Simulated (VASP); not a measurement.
Here is a VASP 6.6.1 calculation.

Contents of INCAR:

```
SYSTEM = Hf
  AGGAC = 1.0
  AGGAX = 1.0
  ALDAC = 0.0
  ALDAX = 1.0
  ALGO = Normal
  EDIFF = 1E-6
  ENCUT = 520
  GGA = B5
  ISIF = 2
  ISMEAR = -1
  LASPH = .True.
  LCHARG = .False.
  LREAL = .False.
  LWAVE = .False.
  NBANDS = 11
  NELM = 80
  PREC = Accurate
  SIGMA = 0.1
```

Contents of KPOINTS:

```
k-points
0
Gamma
  12 12 12
  0 0 0
```

POSCAR

```
Hf
1.0
   -1.7889954254      1.7889954254      1.7889954254
    1.7889954254     -1.7889954254      1.7889954254
    1.7889954254      1.7889954254     -1.7889954254
Hf
1
Direct
    0.0000000000      0.0000000000      0.0000000000
```

Potentials or basis: VASP PAW PBE potentials, release 64 (Hf_pv).

Launch:

```console
$ cat potpaw_PBE.64/Hf_pv/POTCAR > POTCAR
$ mpirun -np 1 vasp_std > vasp.out
```

Task: What does it give for the pressure?

Result: 0.0 GPa.

Task: Predict the band gap on the k mesh.

Result: Zero (band 5 reaches 6.34 eV, above the bottom of band 6 at 4.34 eV).

Caveat: the PAW data sets were made with another functional, which shifts forces and pressure a little; spin-orbit coupling is left out, which moves the levels of the heavy elements.
